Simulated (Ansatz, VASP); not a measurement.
**One calculation of CdS, two programs**

```
CELL_PARAMETERS angstrom
4.07389 0.00000 0.00000
-2.03694 3.52809 0.00000
0.00000 0.00000 6.63858
ATOMIC_POSITIONS crystal
Cd 0.33333 0.66667 0.97258
Cd 0.66667 0.33333 0.47258
S 0.33333 0.66667 0.40442
S 0.66667 0.33333 0.90442
```

Change from the starting cell: polar distortion scaled by 0.55.

Alike in both runs: task single point; functional LDA; k mesh 9 × 9 × 4; no spin polarisation.

|  | VASP | Ansatz |
| --- | --- | --- |
| version | VASP 6.6.1 | Ansatz 0.2.0 |
| potentials or method | VASP PAW LDA potentials, release 64 (Cd, S), cutoff 520 eV | scalar-relativistic, plane waves, PAW |
| occupations | gaussian, width 0.01 eV | fixed |
| valence electrons in the cell | 36 | 52 |

Ansatz gave:

* gap on the k mesh at the Fermi level (eV): 1.20
* least direct gap on the mesh (eV): 1.20
* pressure (GPa): 2.2
* traceless stress, the component that is largest in VASP (GPa): -6.08
* rms of the force components (eV/Å): 0.438

Estimate VASP's values.

gap on the k mesh at the Fermi level (eV): 1.24; least direct gap on the mesh (eV): 1.24; pressure (GPa): 2.9; traceless stress, the component that is largest in VASP (GPa): -6.50; rms of the force components (eV/Å): 0.457.

Ansatz warns that its potentials were made for another functional, while VASP's fit it. LDA's correlation is that of Perdew and Zunger in VASP and of Perdew and Wang (1992) in Ansatz. Atom by atom the forces differ by 0.018 eV/Å (rms over components). VASP's potentials hold 36 valence electrons a cell and Ansatz's 52, so a difference there can come from the potentials and not from the codes.
